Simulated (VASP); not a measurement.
A run of VASP 6.6.1:

Contents of POSCAR:

```
CdSe
1.0
    4.3833795238      0.0000000000      0.0000000000
   -2.1916897619      3.7961180221      0.0000000000
    0.0000000000      0.0000000000      7.1535456943
Cd Se
2 2
Direct
    0.3333333333      0.6666666667      0.0045810804
    0.6666666667      0.3333333333      0.5045810804
    0.3333333333      0.6666666667      0.3804189196
    0.6666666667      0.3333333333      0.8804189196
```

INCAR.step1

```
PREC = Accurate
ENCUT = 600
ISMEAR = -1
SIGMA = 0.02
LREAL = F
LASPH = T
NELM = 60
GGA = PE
ALGO = Normal
EDIFF = 1E-4
LWAVE = T
LCHARG = F
```

INCAR.step2

```
PREC = Accurate
ENCUT = 600
EDIFF = 1E-6
ISMEAR = -1
SIGMA = 0.02
LREAL = F
LASPH = T
NELM = 60
ALGO = Normal
ISIF = 3
LWAVE = F
LCHARG = F
METAGGA = R2SCAN
LMIXTAU = T
IBRION = 2
NSW = 80
EDIFFG = -0.005
ISTART = 1
```

The input KPOINTS:

```
regular mesh
0
Gamma
  6 6 4
```

Potentials or basis: VASP PAW PBE potentials, release 64 (Cd, Se).

The run is started by

```bash
$ cat potpaw_PBE.64/Cd/POTCAR potpaw_PBE.64/Se/POTCAR > POTCAR
$ cp INCAR.step1 INCAR
$ mpirun -np 1 vasp_std > vasp.out
$ cp INCAR.step2 INCAR
$ mpirun -np 1 vasp_std > vasp.out
```

Hardware: 1 thread of Intel(R) Xeon(R) Platinum 8259CL CPU @ 2.50GHz (Skylake/Cascade Lake), on a shared host.

Question: How long does it take, and how much memory?

Answer: Wall time 9.8 min on 1 thread of Intel(R) Xeon(R) Platinum 8259CL CPU @ 2.50GHz (Skylake/Cascade Lake) (shared host), peak memory 0.33 GiB. Counts: k points 21, ion steps 3.
